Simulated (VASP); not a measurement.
# BaTiO3 (Amm2) in VASP: single point with PBE+U

Aim: the single point of BaTiO3 with PBE+U.

All numbers are computed with VASP 6.6.1; they aren't measurements. Logs are shortened: lines on timing, memory, paths and dates and some standing lists are left out, and cuts for length are marked.

### 1 The cell of the first run

The structure is orthorhombic, space group Amm2 (No. 38). The conventional cell has a = 4.048 Å, b = 5.804 Å, c = 5.772 Å, α = 90.00°, β = 90.00°, γ = 90.00°. Within 3.7 Å of Ba (site symmetry mm2) lie 12 O at 2.79 to 2.98 Å and 8 Ti at 3.47 to 3.58 Å. Within 2.5 Å of Ti (site symmetry mm2) lie 6 O at 1.90 to 2.20 Å. Within 3.0 Å of O (site symmetry mm2) lie 2 Ti at 2.03 Å and 4 Ba at 2.79 to 2.98 Å and 8 O at 2.85 to 2.90 Å. O (site symmetry m) has 2 Ti at 1.90 to 2.20 Å within 2.5 Å.

### 2 Single point, PBE+U (strain +0.0100 x Voigt [1, 1, 0, 0, 0, 0])

INCAR

```
ALGO = Normal
EDIFF = 1E-6
ENCUT = 1340
GGA = PE
GGA_COMPAT = False
ISIF = 2
ISMEAR = 0
LASPH = True
LCHARG = False
LDAU = True
LDAUJ = 0 0 0
LDAUL = -1 2 -1
LDAUPRINT = 1
LDAUTYPE = 2
LDAUU = 0 4 0
LMAXMIX = 4
LREAL = False
LWAVE = False
NBANDS = 28
NELM = 200
PREC = Accurate
SIGMA = 0.05
```

KPOINTS

```
k-points
0
Gamma
  6 6 6
```

POSCAR

```
BaTiO3
1.0
    4.0483016503      0.0000000000      0.0000000000
    0.0000000000      2.9020142815      2.8859183815
    0.0000000000     -2.9020142815      2.8859183815
Ba Ti O
1 1 3
Direct
    0.0000000000      0.0080771855      0.0080771855
    0.5000000000      0.5197092867      0.5197092867
    0.0000000000      0.4916268346      0.4916268346
    0.5000000000      0.4938075389      0.9829991543
    0.5000000000      0.9829991543      0.4938075389
```

Potentials or basis: VASP PAW PBE potentials, release 64 (Ba_sv, Ti_sv, O_h).

Command:

```sh
$ cat potpaw_PBE.64/Ba_sv/POTCAR potpaw_PBE.64/Ti_sv/POTCAR potpaw_PBE.64/O_h/POTCAR > POTCAR
$ mpirun -np 1 vasp_std > vasp.out
```

OUTCAR:

```text
EDIFF = 1E-6
   ENCUT = 1340
   GGA = PE
   ISIF = 2
   ISMEAR = 0
   LASPH = True
   LREAL = False
   NELM = 200
   PREC = Accurate

 ion  position               nearest neighbor table
   1  0.000  0.008  0.008-   3 2.79   4 2.84   5 2.84   4 2.84   5 2.84   3 2.90   3 2.90   5 2.92
                             4 2.92   5 2.92   4 2.92   3 2.98   2 3.47   2 3.47   2 3.54   2 3.54
   2  0.500  0.520  0.520-   4 1.90   5 1.90   3 2.03   3 2.03   5 2.20   4 2.20   1 3.47   1 3.47
                             1 3.54   1 3.54   1 3.54   1 3.54   1 3.58   1 3.58
   3  0.000  0.492  0.492-   2 2.03   2 2.03   1 2.79   1 2.90   1 2.90   1 2.98
   4  0.500  0.494  0.983-   2 1.90   2 2.20   1 2.84   1 2.84   1 2.92   1 2.92
   5  0.500  0.983  0.494-   2 1.90   2 2.20   1 2.84   1 2.84   1 2.92   1 2.92

  LATTYP: Found a base centered orthorhombic cell.
 ALAT       =     5.7718367630
 B/A-ratio  =     1.0055773927
 C/A-ratio  =     0.7013887981

  Lattice vectors:

 A1 = (   0.0000000000,   2.9020142815,   2.8859183815)
 A2 = (   0.0000000000,  -2.9020142815,   2.8859183815)
 A3 = (   4.0483016503,   0.0000000000,   0.0000000000)

Analysis of symmetry for initial positions (statically):
=====================================================================
 Subroutine PRICEL returns:
 Original cell was already a primitive cell.

 Routine SETGRP: Setting up the symmetry group for a
 base centered orthorhombic supercell.

 Subroutine GETGRP returns: Found  4 space group operations
 (whereof  4 operations were pure point group operations)
 out of a pool of  8 trial point group operations.

The static configuration has the point symmetry C_2v.

Analysis of symmetry for dynamics (positions and initial velocities):
=====================================================================
 Subroutine PRICEL returns:
 Original cell was already a primitive cell.

 Routine SETGRP: Setting up the symmetry group for a
 base centered orthorhombic supercell.

 Subroutine GETGRP returns: Found  4 space group operations
 (whereof  4 operations were pure point group operations)
 out of a pool of  8 trial point group operations.

The dynamic configuration has the point symmetry C_2v.

 Subroutine INISYM returns: Found  4 space group operations
 (whereof  4 operations are pure point group operations),
 and found     1 'primitive' translations

----------------------------------------------------------------------------------------

                                     Primitive cell

  volume of cell :      67.8089

  direct lattice vectors                    reciprocal lattice vectors
     4.048301650  0.000000000  0.000000000     0.247017166  0.000000000  0.000000000
     0.000000000  2.902014282  2.885918381     0.000000000  0.172294121  0.173255073
     0.000000000 -2.902014282  2.885918381     0.000000000 -0.172294121  0.173255073

  length of vectors
     4.048301650  4.092702261  4.092702261     0.247017166  0.244341123  0.244341123

  position of ions in fractional coordinates (direct lattice)
     0.000000000  0.008077185  0.008077185
     0.500000000  0.519709287  0.519709287
     0.000000000  0.491626835  0.491626835
     0.500000000  0.493807539  0.982999154
     0.500000000  0.982999154  0.493807539

  ion indices of the primitive-cell ions
   primitive index   ion index
                 1           1
                 2           2
                 3           3
                 4           4
                 5           5

----------------------------------------------------------------------------------------

 KPOINTS: k-points

Automatic generation of k-mesh.
 Grid dimensions read from file:
 generate k-points for:    6    6    6

 Generating k-lattice:

  Cartesian coordinates                     Fractional coordinates (reciprocal lattice)
     0.041169528  0.000000000  0.000000000     0.166666667  0.000000000  0.000000000
     0.000000000  0.028715687  0.028875846     0.000000000  0.166666667  0.000000000
     0.000000000 -0.028715687  0.028875846     0.000000000  0.000000000  0.166666667

  Length of vectors
     0.041169528  0.040723521  0.040723521

  Shift w.r.t. Gamma in fractional coordinates (k-lattice)
     0.000000000  0.000000000  0.000000000

 Subroutine IBZKPT returns following result:
 ===========================================

 Found     52 irreducible k-points:

 Following reciprocal coordinates:
            Coordinates               Weight
  0.000000  0.000000  0.000000      1.000000
  0.166667  0.000000  0.000000      2.000000
  0.333333  0.000000  0.000000      2.000000
  0.500000  0.000000  0.000000      1.000000
  0.000000  0.166667  0.000000      4.000000
  0.166667  0.166667  0.000000      8.000000
[... 16 lines left out ...]
  0.333333  0.333333  0.166667      8.000000
  0.500000  0.333333  0.166667      4.000000
 [... further k-points ...]
   k-points           NKPTS =     52   k-points in BZ     NKDIM =     52   number of bands    NBANDS=     28
   number of dos      NEDOS =    301   number of ions     NIONS =      5
   total plane-waves  NPLWV = 120000
   dimension x,y,z NGX =    48 NGY =   50 NGZ =   50
   dimension x,y,z NGXF=    96 NGYF=  100 NGZF=  100
   ions per type =               1   1   3
   NGX,Y,Z   is equivalent  to a cutoff of  19.71, 20.31, 20.31 a.u.
   NGXF,Y,Z  is equivalent  to a cutoff of  39.42, 40.62, 40.62 a.u.
 SYSTEM =  unknown system
   PREC   = accura    normal or accurate (medium, high low for compatibility)
   ISTART =      0    job   : 0-new  1-cont  2-samecut
   ICHARG =      2    charge: 1-file 2-atom 10-const
   ISPIN  =      1    spin polarized calculation?
   LNONCOLLINEAR =      F non collinear calculations
   LSORBIT =      F    spin-orbit coupling
   LASPH  =      T    aspherical Exc in radial PAW
   ENCUT  = 1340.0 eV  98.49 Ry    9.92 a.u.  12.08 12.22 12.22*2*pi/ulx,y,z
   NELM   =    200;   NELMIN=  2; NELMDL= -5     # of ELM steps
   EDIFF  = 0.1E-05   stopping-criterion for ELM
   LREAL  =      F    real-space projection
   EDIFFG = 0.1E-04   stopping-criterion for IOM
   NSW    =      0    number of steps for IOM
   IBRION =     -1    ionic relax: 0-MD 1-quasi-New 2-CG
   NFREE  =      0    steps in history (QN), initial steepest desc. (CG)
   ISIF   =      2    stress and relaxation
   ISYM   =      2    0-nonsym 1-usesym 2-fastsym
   POTIM  = 0.5000    time-step for ionic-motion
   TEBEG  =    0.0;   TEEND  =   0.0 temperature during run
   PSTRESS=    0.0 pullay stress
   NELECT =      40.0000    total number of electrons
   NUPDOWN=      -1.0000    fix difference up-down
   EMIN   =  10.00;   EMAX   =-10.00  energy-range for DOS
   EFERMI =   0.00;   METHOD = LEGACY
   ISMEAR =     0;   SIGMA  =   0.05  broadening in eV -4-tet -1-fermi 0-gaus
   EFERMI_NEDOS =   21; number of points for ismear=-14 and -15
   IALGO  =     38    algorithm
   IMIX   =      4    mixing-type and parameters
     AMIX     =   0.40;   BMIX     =  1.00
     AMIX_MAG =   1.60;   BMIX_MAG =  1.00
  volume/ion in A,a.u.               =      13.56        91.52
  Fermi-wavevector in a.u.,A,eV,Ry     =   1.372986  2.594567 25.648203  1.885090
  Thomas-Fermi vector in A             =   2.498543
   LORBIT       =      0    0 simple, 1 ext, 2 COOP (PROOUT), +10 PAW based schemes
 LDA+U is selected, type is set to LDAUTYPE =  2
   angular momentum for each species LDAUL =    -1    2   -1
   U (eV)           for each species LDAUU =   0.0  4.0  0.0
   J (eV)           for each species LDAUJ =   0.0  0.0  0.0
   GGA     = PE    functional components
   LHFCALC =     F    Hartree Fock is set to
   AEXX    =    0.0000 exact exchange contribution
   IVDW    =     0    specifies the selected vdW correction
   LEPSILON=     F    determine dielectric tensor
   LRPA    =     F    only Hartree local field effects (RPA)
 non-spin polarized calculation
 Gauss-broadening in eV      SIGMA  =   0.05
  energy-cutoff  :     1340.00
  volume of cell :       67.81
 maximum number of plane-waves:      7588
   NGX = 25   NGY = 25   NGZ = 25

atom =   2  type =  2  l = 2

 onsite density matrix

spin component  1

  0.1068  0.0000  0.0000  0.0000  0.0000
  0.0000  0.2399  0.0000  0.0000  0.0000
  0.0000  0.0000  0.1347  0.0000 -0.0461
  0.0000  0.0000  0.0000  0.1053  0.0000
  0.0000  0.0000 -0.0461  0.0000  0.2077

spin component  2

  0.1068  0.0000  0.0000  0.0000  0.0000
  0.0000  0.2399  0.0000  0.0000  0.0000
  0.0000  0.0000  0.1347  0.0000 -0.0461
  0.0000  0.0000  0.0000  0.1053  0.0000
  0.0000  0.0000 -0.0461  0.0000  0.2077

 occupancies and eigenvectors

  o =  0.1053  v =  0.0000  0.0000  0.0000  1.0000  0.0000  0.0000  0.0000  0.0000  0.0000  0.0000      0.0000  0.0000  0.0000  0.0000  0.0000  0.0000  0.0000  0.0000  0.0000  0.0000
  o =  0.1053  v =  0.0000  0.0000  0.0000  0.0000  0.0000  0.0000  0.0000  0.0000  1.0000  0.0000      0.0000  0.0000  0.0000  0.0000  0.0000  0.0000  0.0000  0.0000  0.0000  0.0000
  o =  0.1068  v =  1.0000  0.0000  0.0000  0.0000  0.0000  0.0000  0.0000  0.0000  0.0000  0.0000      0.0000  0.0000  0.0000  0.0000  0.0000  0.0000  0.0000  0.0000  0.0000  0.0000
  o =  0.1068  v =  0.0000  0.0000  0.0000  0.0000  0.0000  1.0000  0.0000  0.0000  0.0000  0.0000      0.0000  0.0000  0.0000  0.0000  0.0000  0.0000  0.0000  0.0000  0.0000  0.0000
  o =  0.1124  v =  0.0000  0.0000 -0.9002  0.0000 -0.4354  0.0000  0.0000  0.0000  0.0000  0.0000      0.0000  0.0000  0.0000  0.0000  0.0000  0.0000  0.0000  0.0000  0.0000  0.0000
  o =  0.1124  v =  0.0000  0.0000  0.0000  0.0000  0.0000  0.0000  0.0000 -0.9002  0.0000 -0.4354      0.0000  0.0000  0.0000  0.0000  0.0000  0.0000  0.0000  0.0000  0.0000  0.0000
  o =  0.2300  v =  0.0000  0.0000  0.0000  0.0000  0.0000  0.0000  0.0000 -0.4354  0.0000  0.9002      0.0000  0.0000  0.0000  0.0000  0.0000  0.0000  0.0000  0.0000  0.0000  0.0000
  o =  0.2300  v =  0.0000  0.0000 -0.4354  0.0000  0.9002  0.0000  0.0000  0.0000  0.0000  0.0000      0.0000  0.0000  0.0000  0.0000  0.0000  0.0000  0.0000  0.0000  0.0000  0.0000
  o =  0.2399  v =  0.0000  0.0000  0.0000  0.0000  0.0000  0.0000  1.0000  0.0000  0.0000  0.0000      0.0000  0.0000  0.0000  0.0000  0.0000  0.0000  0.0000  0.0000  0.0000  0.0000
  o =  0.2399  v =  0.0000  1.0000  0.0000  0.0000  0.0000  0.0000  0.0000  0.0000  0.0000  0.0000      0.0000  0.0000  0.0000  0.0000  0.0000  0.0000  0.0000  0.0000  0.0000  0.0000

 number of electron      39.9999999 magnetization

 Free energy of the ion-electron system (eV)
  ---------------------------------------------------
  ext. energy  EPLUGINS =         0.00000000
  ---------------------------------------------------
  free energy    TOTEN  =       -37.35050736 eV

  energy without entropy =      -37.35050736  energy(sigma->0) =      -37.35050736

 E-fermi :   4.1664     XC(G=0): -10.9644

 val. band max:        3.8876347033   @ k =   0.5000   0.5000   0.5000
 cond. band min:       6.3404660984   @ k =   0.0000   0.0000   0.0000
 fundamental gap:      2.4528313950
 Fermi energy:         4.1663770628

 k-point     1 :       0.0000    0.0000    0.0000
  band No.  band energies     occupation
      1     -53.8525      2.00000
      2     -30.0397      2.00000
      3     -30.0179      2.00000
      4     -29.9925      2.00000
      5     -21.1024      2.00000
      6     -12.9304      2.00000
[... 20 lines left out ...]
     27       8.9019      0.00000
     28      10.5462      0.00000

 k-point     2 :       0.1667    0.0000    0.0000
  band No.  band energies     occupation
      1     -53.8523      2.00000
      2     -30.0393      2.00000
      3     -30.0175      2.00000
      4     -30.0018      2.00000
      5     -21.0796      2.00000
      6     -12.9407      2.00000
[... 20 lines left out ...]
     27       9.3700      0.00000
     28      11.1955      0.00000

 k-point     3 :       0.3333    0.0000    0.0000
  band No.  band energies     occupation
      1     -53.8519      2.00000
      2     -30.0386      2.00000
      3     -30.0201      2.00000
      4     -30.0168      2.00000
      5     -21.0331      2.00000
      6     -13.0186      2.00000
[... 616 lines left out ...]
      3     -30.0294      2.00000
      4     -30.0184      2.00000
      5     -20.9710      2.00000
      6     -12.6744      2.00000
[... 20 lines left out ...]
     27      11.7252      0.00000
     28      11.8836      0.00000

 k-point    24 :       0.5000    0.3333    0.1667
  band No.  band energies     occupation
      1     -53.8512      2.00000
      2     -30.0561      2.00000
      3     -30.0290      2.00000
      4     -30.0274      2.00000
      5     -20.9536      2.00000
      6     -12.6193      2.00000
[... 20 lines left out ...]
     27      11.7460      0.00000
     28      12.1417      0.00000

 [... further k-points ...]

------------------------ aborting loop because EDIFF is reached ----------------------------------------

  FORCE on cell =-STRESS in cart. coord.  units (eV):
  Direction    XX          YY          ZZ          XY          YZ          ZX
  --------------------------------------------------------------------------------------
  -------------------------------------------------------------------------------------
  Total       -0.3115087     -0.2469548      0.5734876      0.0000000      0.0000000      0.0000000
  in kB       -7.3602800     -5.8350106     13.5502757      0.0000000      0.0000000      0.0000000
  external PRESSURE =       0.1183284 kB  Pullay stress =       0.0000000 kB

 VOLUME and BASIS-vectors are now :
 -----------------------------------------------------------------------------
  energy-cutoff  :     1340.00
  volume of cell :       67.81
      direct lattice vectors                 reciprocal lattice vectors
     4.048301650  0.000000000  0.000000000     0.247017166  0.000000000  0.000000000
     0.000000000  2.902014282  2.885918381     0.000000000  0.172294121  0.173255073
     0.000000000 -2.902014282  2.885918381     0.000000000 -0.172294121  0.173255073

 POSITION                                       TOTAL-FORCE (eV/Angst)
 -----------------------------------------------------------------------------------
      0.00000      0.00000      0.04662         0.000000     -0.000000     -0.034820
      2.02415      0.00000      2.99968         0.000000     -0.000000     -0.419785
      0.00000      0.00000      2.83759         0.000000     -0.000000      0.044552
      2.02415     -1.41964      4.26194         0.000000     -0.181583      0.205026
      2.02415      1.41964      4.26194         0.000000      0.181583      0.205026
 -----------------------------------------------------------------------------------
    total drift:                                0.000000      0.000000     -0.000857

  FREE ENERGIE OF THE ION-ELECTRON SYSTEM (eV)
  ---------------------------------------------------
  free  energy   TOTEN  =       -37.3505073618 eV

  energy  without entropy=      -37.3505073618  energy(sigma->0) =      -37.35050736
```

Wall time 8.2 min (1 thread of Intel Xeon Platinum 8488C (Sapphire Rapids), shared host); peak memory 0.61 GiB.

What came out:

```
Free energy            : -37.3505 eV
Pressure               : 0.0 GPa
Largest force          : 0.420 eV/Å
Band gap on the k mesh : 2.45 eV (least direct gap 2.91 eV)
```

Forces on the atoms (eV/Å):
```
Ba   0.000  0.000 -0.035
Ti   0.000  0.000 -0.420
O    0.000  0.000  0.045
O    0.000 -0.182  0.205
O    0.000  0.182  0.205
```

Stress tensor (GPa, compression positive):
```
-0.74  0.00  0.00
 0.00 -0.58  0.00
 0.00  0.00  1.36
```

Levels at points of the mesh, in eV from the valence-band top:
```csv
k point,band 17,band 18,band 19,band 20,band 21,band 22,band 23,band 24
"(0.00, 0.00, 0.00)",-1.08,-0.47,-0.46,-0.45,2.45,2.53,2.62,3.96
"(0.50, 0.00, 0.00)",-1.59,-1.48,-1.08,-1.07,2.75,3.78,3.93,3.95
"(0.00, 0.50, 0.00)",-1.75,-1.64,-0.93,-0.83,2.63,3.85,3.85,3.96
"(0.50, 0.50, 0.00)",-1.87,-0.98,-0.95,-0.09,3.88,3.88,4.25,4.44
"(0.00, 0.50, 0.50)",-1.81,-0.92,-0.89,-0.21,3.88,3.88,4.19,4.63
"(0.50, 0.50, 0.50)",-2.31,-0.14,-0.03,0.00,4.36,4.40,4.50,6.21
```

Eigenvalues of the final occupation matrices:
```csv
site,spin,trace,eigenvalues
site 2 d,1,0.79,0.11 0.11 0.11 0.23 0.24
site 2 d,2,0.79,0.11 0.11 0.11 0.23 0.24
```

Caveat: the cell differs from its parent crystal (strain +0.0100 x Voigt [1, 1, 0, 0, 0, 0]); spin-orbit coupling is left out, which moves the levels of the heavy elements.
